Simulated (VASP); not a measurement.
# In3B2As (P6/mmm) in VASP: notebook, part 2 of 2

VASP 6.6.1. Earlier steps stand in the parts before.

### Step 5. Single point, PBE

This run uses another cell than the first one, of 19.96 Å³/atom, 0.998 times its volume.

The input, INCAR:

```
PREC     = Accurate       # precision mode
ENCUT    = 520            # plane-wave cutoff, eV
EDIFF    = 1E-7           # SCF threshold, eV
ISMEAR   = 0              # smearing method
SIGMA    = 0.1            # smearing width, eV
LREAL    = False          # projectors in reciprocal space
LASPH    = True           # aspherical terms in the spheres
NELM     = 60             # most SCF steps
ALGO     = Normal         # electronic algorithm
ISIF     = 2              # what is computed and relaxed
LWAVE    = False          # write WAVECAR
LCHARG   = True           # write CHGCAR
GGA      = PE             # functional
LELF     = True           # ELF
LVHAR    = True         
NBANDS   = 34             # bands
```

The input, KPOINTS:

```
Automatic mesh
0
Gamma
  6 6 4
```

The input, POSCAR:

```
In3B2As
1.0
    6.5108547548      0.0000000000      0.0000000000
   -3.2554273774      5.6385656180      0.0000000000
    0.0000000000      0.0000000000      3.2616732444
In B As
3 2 1
Direct
    0.5000000000      0.0000000000      0.5000000000
    0.0000000000      0.5000000000      0.5000000000
    0.5000000000      0.5000000000      0.5000000000
    0.3333333333      0.6666666667      0.0000000000
    0.6666666667      0.3333333333      0.0000000000
    0.0000000000      0.0000000000      0.0000000000
```

Potentials or basis: VASP PAW PBE potentials, release 64 (In_d, B, As).

Started as:

```console
cat potpaw_PBE.64/In_d/POTCAR potpaw_PBE.64/B/POTCAR potpaw_PBE.64/As/POTCAR > POTCAR
mpirun -np 1 vasp_std > vasp.out
```

OUTCAR:

```text
PREC = Accurate
   ENCUT = 520
   EDIFF = 1E-7
   ISMEAR = 0
   LREAL = False
   LASPH = True
   NELM = 60
   ISIF = 2
   GGA = PE

 ion  position               nearest neighbor table
   1  0.500  0.000  0.500-   4 2.49   5 2.49   4 2.49   5 2.49   2 3.26   3 3.26   3 3.26   2 3.26

   2  0.000  0.500  0.500-   4 2.49   5 2.49   4 2.49   5 2.49   1 3.26   1 3.26   3 3.26   3 3.26

   3  0.500  0.500  0.500-   4 2.49   5 2.49   4 2.49   5 2.49   1 3.26   1 3.26   2 3.26   2 3.26

   4  0.333  0.667  0.000-   1 2.49   1 2.49   2 2.49   2 2.49   3 2.49   3 2.49
   5  0.667  0.333  0.000-   1 2.49   1 2.49   2 2.49   2 2.49   3 2.49   3 2.49
   6  0.000  0.000  0.000-

  LATTYP: Found a hexagonal cell.
 ALAT       =     6.5108547548
 C/A-ratio  =     0.5009593006

  Lattice vectors:

 A1 = (   6.5108547548,   0.0000000000,   0.0000000000)
 A2 = (  -3.2554273774,   5.6385656180,   0.0000000000)
 A3 = (   0.0000000000,   0.0000000000,   3.2616732444)

Analysis of symmetry for initial positions (statically):
=====================================================================
 Subroutine PRICEL returns:
 Original cell was already a primitive cell.

 Routine SETGRP: Setting up the symmetry group for a
 hexagonal supercell.

 Subroutine GETGRP returns: Found 24 space group operations
 (whereof 24 operations were pure point group operations)
 out of a pool of 24 trial point group operations.

The static configuration has the point symmetry D_6h.

Analysis of symmetry for dynamics (positions and initial velocities):
=====================================================================
 Subroutine PRICEL returns:
 Original cell was already a primitive cell.

 Routine SETGRP: Setting up the symmetry group for a
 hexagonal supercell.

 Subroutine GETGRP returns: Found 24 space group operations
 (whereof 24 operations were pure point group operations)
 out of a pool of 24 trial point group operations.

The dynamic configuration has the point symmetry D_6h.

 Subroutine INISYM returns: Found 24 space group operations
 (whereof 24 operations are pure point group operations),
 and found     1 'primitive' translations

----------------------------------------------------------------------------------------

                                     Primitive cell

  volume of cell :     119.7422

  direct lattice vectors                    reciprocal lattice vectors
     6.510854755  0.000000000  0.000000000     0.153589665  0.088675034  0.000000000
    -3.255427377  5.638565618  0.000000000     0.000000000  0.177350069  0.000000000
     0.000000000  0.000000000  3.261673244     0.000000000  0.000000000  0.306591104

  length of vectors
     6.510854755  6.510854755  3.261673244     0.177350069  0.177350069  0.306591104

  position of ions in fractional coordinates (direct lattice)
     0.500000000  0.000000000  0.500000000
     1.000000000  0.500000000  0.500000000
     0.500000000  0.500000000  0.500000000
     0.333333333  0.666666667  0.000000000
     0.666666667  0.333333333  0.000000000
     0.000000000  0.000000000  0.000000000

  ion indices of the primitive-cell ions
   primitive index   ion index
                 1           1
                 2           2
[... 30 lines left out ...]

 Following reciprocal coordinates:
            Coordinates               Weight
  0.000000  0.000000  0.000000      1.000000
  0.166667  0.000000  0.000000      6.000000
  0.333333  0.000000  0.000000      6.000000
  0.500000  0.000000  0.000000      3.000000
  0.166667  0.166667  0.000000      6.000000
  0.333333  0.166667  0.000000     12.000000
[... 13 lines left out ...]
  0.333333  0.166667  0.500000     12.000000
  0.333333  0.333333  0.500000      2.000000
   k-points           NKPTS =     21   k-points in BZ     NKDIM =     21   number of bands    NBANDS=     34
   number of dos      NEDOS =    301   number of ions     NIONS =      6
   total plane-waves  NPLWV =  55296
   dimension x,y,z NGX =    48 NGY =   48 NGZ =   24
   dimension x,y,z NGXF=    96 NGYF=   96 NGZF=   48
   ions per type =               3   2   1
   NGX,Y,Z   is equivalent  to a cutoff of  12.26, 12.26, 12.23 a.u.
   NGXF,Y,Z  is equivalent  to a cutoff of  24.51, 24.51, 24.47 a.u.
 SYSTEM =  unknown system
   PREC   = accura    normal or accurate (medium, high low for compatibility)
   ISTART =      0    job   : 0-new  1-cont  2-samecut
   ICHARG =      2    charge: 1-file 2-atom 10-const
   ISPIN  =      1    spin polarized calculation?
   LNONCOLLINEAR =      F non collinear calculations
   LSORBIT =      F    spin-orbit coupling
   LASPH  =      T    aspherical Exc in radial PAW
   ENCUT  =  520.0 eV  38.22 Ry    6.18 a.u.  12.11 12.11  6.06*2*pi/ulx,y,z
   NELM   =     60;   NELMIN=  2; NELMDL= -5     # of ELM steps
   EDIFF  = 0.1E-06   stopping-criterion for ELM
   LREAL  =      F    real-space projection
   EDIFFG = 0.1E-05   stopping-criterion for IOM
   NSW    =      0    number of steps for IOM
   IBRION =     -1    ionic relax: 0-MD 1-quasi-New 2-CG
   NFREE  =      0    steps in history (QN), initial steepest desc. (CG)
   ISIF   =      2    stress and relaxation
   ISYM   =      2    0-nonsym 1-usesym 2-fastsym
   POTIM  = 0.5000    time-step for ionic-motion
   TEBEG  =    0.0;   TEEND  =   0.0 temperature during run
   PSTRESS=    0.0 pullay stress
   NELECT =      50.0000    total number of electrons
   NUPDOWN=      -1.0000    fix difference up-down
   EMIN   =  10.00;   EMAX   =-10.00  energy-range for DOS
   EFERMI =   0.00;   METHOD = LEGACY
   ISMEAR =     0;   SIGMA  =   0.10  broadening in eV -4-tet -1-fermi 0-gaus
   EFERMI_NEDOS =   21; number of points for ismear=-14 and -15
   IALGO  =     38    algorithm
   IMIX   =      4    mixing-type and parameters
     AMIX     =   0.40;   BMIX     =  1.00
     AMIX_MAG =   1.60;   BMIX_MAG =  1.00
  volume/ion in A,a.u.               =      19.96       134.68
  Fermi-wavevector in a.u.,A,eV,Ry     =   1.223627  2.312320 20.371508  1.497264
  Thomas-Fermi vector in A             =   2.358731
   LORBIT       =      0    0 simple, 1 ext, 2 COOP (PROOUT), +10 PAW based schemes
   GGA     = PE    functional components
   LHFCALC =     F    Hartree Fock is set to
   AEXX    =    0.0000 exact exchange contribution
   IVDW    =     0    specifies the selected vdW correction
   LEPSILON=     F    determine dielectric tensor
   LRPA    =     F    only Hartree local field effects (RPA)
 non-spin polarized calculation
 Gauss-broadening in eV      SIGMA  =   0.10
  energy-cutoff  :      520.00
  volume of cell :      119.74
 maximum number of plane-waves:      3276
   NGX = 25   NGY = 25   NGZ = 13

 number of electron      50.0000015 magnetization

 Free energy of the ion-electron system (eV)
  ---------------------------------------------------
  ext. energy  EPLUGINS =         0.00000000
  ---------------------------------------------------
  free energy    TOTEN  =       -20.11581953 eV

  energy without entropy =      -20.09518646  energy(sigma->0) =      -20.10550300

 E-fermi :   6.0427     XC(G=0): -10.2564

 val. band max:        6.0308380870   @ k =   0.3333   0.1667   0.2500
 cond. band min:       6.0842013263   @ k =   0.0000   0.0000   0.2500
 fundamental gap:      0.0533632393
 Fermi energy:         6.0426817840

 k-point     1 :       0.0000    0.0000    0.0000
  band No.  band energies     occupation
      1      -8.6177      2.00000
      2      -8.4958      2.00000
      3      -8.4582      2.00000
      4      -8.4582      2.00000
      5      -8.3630      2.00000
      6      -8.3630      2.00000
[... 766 lines left out ...]
     33      11.1622      0.00000
     34      11.9204      0.00000

------------------------ aborting loop because EDIFF is reached ----------------------------------------

  FORCE on cell =-STRESS in cart. coord.  units (eV):
  Direction    XX          YY          ZZ          XY          YZ          ZX
  --------------------------------------------------------------------------------------
  -------------------------------------------------------------------------------------
  Total        0.0619197      0.0619197     -0.0171341     -0.0000000      0.0000000     -0.0000000
  in kB        0.8284994      0.8284994     -0.2292576     -0.0000000      0.0000000     -0.0000000
  external PRESSURE =       0.4759137 kB  Pullay stress =       0.0000000 kB

 VOLUME and BASIS-vectors are now :
 -----------------------------------------------------------------------------
  energy-cutoff  :      520.00
  volume of cell :      119.74
      direct lattice vectors                 reciprocal lattice vectors
     6.510854755  0.000000000  0.000000000     0.153589665  0.088675034  0.000000000
    -3.255427377  5.638565618  0.000000000     0.000000000  0.177350069  0.000000000
     0.000000000  0.000000000  3.261673244     0.000000000  0.000000000  0.306591104

 POSITION                                       TOTAL-FORCE (eV/Angst)
 -----------------------------------------------------------------------------------
      3.25543      0.00000      1.63084        -0.000000     -0.000000     -0.000000
     -1.62771      2.81928      1.63084        -0.000000     -0.000000     -0.000000
      1.62771      2.81928      1.63084        -0.000000     -0.000000     -0.000000
     -0.00000      3.75904      0.00000         0.000000      0.000000      0.000000
      3.25543      1.87952      0.00000        -0.000000      0.000000     -0.000000
      0.00000      0.00000      0.00000        -0.000000     -0.000000     -0.000000
 -----------------------------------------------------------------------------------
    total drift:                               -0.000000      0.000000     -0.000000

  FREE ENERGIE OF THE ION-ELECTRON SYSTEM (eV)
  ---------------------------------------------------
  free  energy   TOTEN  =       -20.1158195350 eV

  energy  without entropy=      -20.0951864557  energy(sigma->0) =      -20.10550300
```

Wall time 50 s (1 thread of Intel Xeon 6975P-C (Granite Rapids), shared host); peak memory 0.26 GiB.

What came out:

| Quantity | Value |
| --- | --- |
| Free energy | -20.1158 eV |
| Pressure | 0.0 GPa |
| Band gap on the k mesh | zero (band 25 reaches 7.43 eV, above the bottom of band 26 at 5.36 eV) |

Levels at points of the mesh, in eV from the Fermi level:
| k point | band 21 | band 22 | band 23 | band 24 | band 25 | band 26 | band 27 | band 28 | band 29 | band 30 |
| --- | --- | --- | --- | --- | --- | --- | --- | --- | --- | --- |
| (0.00, 0.00, 0.00) | -3.76 | -3.76 | 0.35 | 0.35 | 0.53 | 2.55 | 2.80 | 3.19 | 5.43 | 5.43 |
| (0.50, 0.00, 0.00) | -2.57 | -1.27 | -1.27 | -0.41 | 1.19 | 1.30 | 1.87 | 3.13 | 3.86 | 3.96 |
| (0.00, 0.00, 0.50) | -2.71 | -2.71 | -2.13 | -1.30 | -1.30 | -0.69 | -0.69 | 0.64 | 0.64 | 2.36 |
| (0.50, 0.00, 0.50) | -3.03 | -3.02 | -1.89 | -0.73 | -0.21 | 0.58 | 0.65 | 1.09 | 1.47 | 2.14 |

Caveat: the k points lie up to 0.48 Å⁻¹ apart; spin-orbit coupling is left out, which moves the levels of the heavy elements.

### Step 6. Single point, PBE

This run uses another cell than the first one, of 20.06 Å³/atom, 1.003 times its volume.

The input, INCAR:

```
SYSTEM = In3B2As
PREC = Accurate
ENCUT = 520
EDIFF = 1E-7
ISMEAR = 0
SIGMA = 0.1
LREAL = .False.
LASPH = .True.
NELM = 80
ALGO = Normal
ISIF = 2
LWAVE = .False.
LCHARG = .True.
GGA = PE
LELF = .True.
LVHAR = .True.
NBANDS = 34
```

The input, KPOINTS:

```
Automatic mesh
0
Gamma
  6 6 12
  0 0 0
```

POSCAR, as its differences from that of step 5:

```diff
@@ -2,5 +2,5 @@
 1.0
-    6.5108547548      0.0000000000      0.0000000000
-   -3.2554273774      5.6385656180      0.0000000000
-    0.0000000000      0.0000000000      3.2616732444
+    6.7533198280      0.0000000000      0.0000000000
+   -3.3766599140      5.8485465309      0.0000000000
+    0.0000000000      0.0000000000      3.0476639230
 In B As
```

Potentials or basis: VASP PAW PBE potentials, release 64 (In_d, B, As).

Started as:

```console
cat potpaw_PBE.64/In_d/POTCAR potpaw_PBE.64/B/POTCAR potpaw_PBE.64/As/POTCAR > POTCAR
mpirun -np 1 vasp_std > vasp.out
```

Wall time 1.9 min (1 thread of Intel Xeon 6975P-C (Granite Rapids), shared host); peak memory 0.34 GiB.

The run converged. Its results:

| Property | Result |
| --- | --- |
| Free energy | -20.0241 eV |
| Pressure | 0.0 GPa |
| Band gap on the k mesh | zero (band 25 reaches 8.05 eV, above the bottom of band 26 at 5.70 eV) |

Levels at points of the mesh, in eV from the Fermi level:
| k point | band 21 | band 22 | band 23 | band 24 | band 25 | band 26 | band 27 | band 28 | band 29 | band 30 |
| --- | --- | --- | --- | --- | --- | --- | --- | --- | --- | --- |
| (0.00, 0.00, 0.00) | -3.97 | -3.97 | -0.38 | -0.38 | 1.71 | 2.10 | 3.48 | 4.22 | 4.73 | 4.73 |
| (0.50, 0.00, 0.00) | -3.18 | -1.87 | -1.76 | -0.94 | 0.59 | 2.23 | 2.79 | 3.05 | 3.08 | 4.19 |
| (0.00, 0.00, 0.50) | -2.89 | -2.89 | -2.75 | -1.11 | -1.11 | -0.40 | -0.40 | 0.98 | 0.98 | 2.14 |
| (0.50, 0.00, 0.50) | -3.32 | -3.09 | -1.58 | -0.89 | -0.17 | 0.41 | 0.60 | 0.98 | 1.39 | 1.93 |

Caveat: spin-orbit coupling is left out, which moves the levels of the heavy elements.

### Step 7. The runs side by side

| task | cell | k mesh | cutoff (eV) | gap on the mesh (eV) | pressure (GPa) |
| --- | --- | --- | --- | --- | --- |
| relaxation of cell and atoms | relaxed from a = 6.771, b = 6.771, c = 3.023 Å, angles 90.0, 90.0, 120.0°, 6 atoms | 6 × 6 × 12 | 600 | none | 0.0 |
| single point | a = 6.771, b = 6.771, c = 3.023 Å, angles 90.0, 90.0, 120.0°, 6 atoms | 3 × 3 × 6 | 520 | none | -0.1 |
| single point | a = 5.617, b = 5.617, c = 4.017 Å, angles 90.0, 90.0, 120.0°, 6 atoms | 6 × 6 × 4 | 520 | none | 7.3 |
| single point | a = 6.511, b = 6.511, c = 3.262 Å, angles 90.0, 90.0, 120.0°, 6 atoms | 6 × 6 × 4 | 520 | none | 0.0 |
| single point | a = 6.753, b = 6.753, c = 3.048 Å, angles 90.0, 90.0, 120.0°, 6 atoms | 6 × 6 × 12 | 520 | none | 0.0 |

Alike in all rows: level PBE; potentials or basis VASP PAW PBE potentials, release 64 (In_d, B, As); no spin polarisation; smearing gaussian 0.1 eV.

Caveats: some runs use coarse meshes; spin-orbit coupling is left out, which moves the levels of the heavy elements.

Total energies depend on the potentials used, so only differences within one code and one set of settings carry meaning.
